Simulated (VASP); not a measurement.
A run of VASP 6.6.1:

Contents of INCAR:

```
ALGO = Normal
EDIFF = 1E-6
ENCUT = 520
GGA = PE
ISIF = 2
ISMEAR = 0
LASPH = True
LCHARG = False
LREAL = False
LWAVE = False
NBANDS = 16
NELM = 80
PREC = Accurate
SIGMA = 0.05
```

The input KPOINTS:

```
k-points
0
Gamma
  8 8 6
```

Contents of POSCAR:

```
AlN
1.0
    0.0000000000     -2.0353166207     -2.0353166207
    0.0000000000      2.0353166207     -2.0353166207
    4.0706332413      0.0000000000      0.0000000000
Al N
2 2
Direct
    0.5289881188      0.4710118812      0.0000000000
   -0.0289881188      0.0289881188      0.5000000000
    0.4894833559      0.5105166441      0.5000000000
    0.0105166441      0.9894833559      0.0000000000
```

Potentials or basis: VASP PAW PBE potentials, release 64 (Al, N).

Run with:

```console
$ cat potpaw_PBE.64/Al/POTCAR potpaw_PBE.64/N/POTCAR > POTCAR
$ mpirun -np 1 vasp_std > vasp.out
```

Hardware: 1 thread of Intel(R) Xeon(R) Platinum 8259CL CPU @ 2.50GHz (Skylake/Cascade Lake), on a shared host.

Task: How long does it take, and how much memory?

Result: It took 23 s on 1 thread of Intel(R) Xeon(R) Platinum 8259CL CPU @ 2.50GHz (Skylake/Cascade Lake), on a shared host, peak memory 0.16 GiB. Counts: scf iterations 13, k points 84.
